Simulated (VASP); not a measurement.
TePb, 2 atoms in the cell. The structure is cubic, space group Pm-3m (No. 221). Conventional cell: a = 3.989 Å, b = 3.989 Å, c = 3.989 Å, α = 90.00°, β = 90.00°, γ = 90.00°. Pb (site symmetry m-3m) has 8 Te at 3.45 Å and 6 Pb at 3.99 Å within 4.5 Å. Within 4.5 Å of Te (site symmetry m-3m) lie 8 Pb at 3.45 Å and 6 Te at 3.99 Å. 

- Program: VASP 6.6.1
- Task: single point
- Functional: PBE
- Potentials or basis: VASP PAW PBE potentials, release 64 (Pb_d, Te)
- Cutoff: 520 eV
- k mesh: 6 × 6 × 6
- Occupations: fermi-dirac, width 0.02 eV
- Spin: no spin polarisation
- Dipole correction: no
- Further INCAR settings: ALGO = Normal; EDIFF = 1e-07; NBANDS = 17

Potentials or basis: VASP PAW PBE potentials, release 64 (Pb_d, Te).

The run is started by

```sh
$ cat potpaw_PBE.64/Pb_d/POTCAR potpaw_PBE.64/Te/POTCAR > POTCAR
$ mpirun -np 1 vasp_std > vasp.out
```

Hardware: 1 thread of AMD EPYC 7R13, on a shared host.

How long does it take, and how much memory?

Wall time 28 s on 1 thread of AMD EPYC 7R13, with other jobs on the host, peak memory 0.15 GiB. Counts: scf iterations 13, k points 20.
